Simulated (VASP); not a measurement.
Set up this calculation in VASP 6.6.1, as the native input.

```
Task                   : single point
Functional             : r2SCAN
Potentials or basis    : VASP PAW PBE potentials, release 64 (Fe, O)
Cutoff                 : 520 eV
k mesh                 : 8 × 8 × 5
Occupations            : methfessel-paxton, width 0.1 eV
Spin                   : collinear spin, antiferromagnetic start
Starting moments       : [2.4, -2.4, 0.0, 0.0] μB
Hubbard terms          : Fe d U = 2.0 eV
Dipole correction      : no
Further INCAR settings : ALGO = Normal; EDIFF = 1e-06; NBANDS = 26
```

FeO:

```xyz
4
Lattice="2.6628 -1.6232 0.0000 2.6628 1.6232 0.0000 -1.3676 0.0000 5.1469" Properties=species:S:1:pos:R:3 pbc="T T T"
Fe    1.9790    0.0000    2.5735
Fe    0.0000    0.0000    0.0000
O     3.6522    0.0000    1.2867
O     0.3057    0.0000    3.8602
```

These files were run (other wordings do the same):

POSCAR

```
FeO
1.0
    2.6627513510     -1.6231862269      0.0000000000
    2.6627513510      1.6231862269      0.0000000000
   -1.3675924819      0.0000000000      5.1469091527
Fe O
2 2
Direct
    0.5000000000      0.5000000000      0.5000000000
    0.0000000000      0.0000000000      0.0000000000
    0.7500000000      0.7500000000      0.2500000000
    0.2500000000      0.2500000000      0.7500000000
```

INCAR.step1

```
PREC     = Accurate       # precision mode
ENCUT    = 520            # plane-wave cutoff, eV
ISMEAR   = 1              # smearing method
SIGMA    = 0.1            # smearing width, eV
LREAL    = F              # projectors in reciprocal space
LASPH    = T              # aspherical terms in the spheres
NELM     = 150            # most SCF steps
ISPIN    = 2              # spin polarisation
MAGMOM   = 2.4 -2.4 0 0   # initial moments
LMAXMIX  = 4              # l up to which the mixer works
LDAU     = T              # DFT+U
LDAUTYPE = 2            
LDAUL    = 2 -1           # shell
LDAUU    = 2 0            # U, eV
LDAUJ    = 0 0          
NBANDS   = 26             # bands
GGA      = PE             # functional
ALGO     = Normal         # electronic algorithm
EDIFF    = 1E-4           # SCF threshold, eV
LWAVE    = T              # write WAVECAR
LCHARG   = F              # write CHGCAR
```

INCAR.step2

```
PREC     = Accurate       # precision mode
ENCUT    = 520            # plane-wave cutoff, eV
EDIFF    = 1E-6           # SCF threshold, eV
ISMEAR   = 1              # smearing method
SIGMA    = 0.1            # smearing width, eV
LREAL    = F              # projectors in reciprocal space
LASPH    = T              # aspherical terms in the spheres
NELM     = 150            # most SCF steps
ALGO     = Normal         # electronic algorithm
ISIF     = 2              # what is computed and relaxed
LWAVE    = F              # write WAVECAR
LCHARG   = F              # write CHGCAR
ISPIN    = 2              # spin polarisation
MAGMOM   = 2.4 -2.4 0 0   # initial moments
LORBIT   = 11             # projections on sites
LMAXMIX  = 4              # l up to which the mixer works
LDAU     = T              # DFT+U
LDAUTYPE = 2            
LDAUL    = 2 -1           # shell
LDAUU    = 2 0            # U, eV
LDAUJ    = 0 0          
LDAUPRINT= 1            
METAGGA  = R2SCAN         # meta-GGA
LMIXTAU  = T            
NBANDS   = 26             # bands
ISTART   = 1
```

KPOINTS

```
Automatic mesh
0
Gamma
  8 8 5
```

Potentials or basis: VASP PAW PBE potentials, release 64 (Fe, O).

Command:

```console
$ cat potpaw_PBE.64/Fe/POTCAR potpaw_PBE.64/O/POTCAR > POTCAR
$ cp INCAR.step1 INCAR
$ mpirun -np 1 vasp_std > vasp.out
$ cp INCAR.step2 INCAR
$ mpirun -np 1 vasp_std > vasp.out
```

It gave:

```
Pressure                                              : -12.8 GPa
Band gap on the k mesh                                : 1.10 eV
Net moment                                            : 0.00 μB per cell
Site moments                                          : Fe +3.67, -3.67; O +0.00 μB
Valence electrons inside the program's atomic spheres : Fe 6.62; O 5.01
```

Caveat: the cell stands under tension; the PAW data sets were made with another functional, which shifts forces and pressure a little.

It took 63 min on 1 thread of AMD EPYC 7R43 64-Core Processor (Zen 3), with other jobs on the host, peak memory 0.26 GiB.
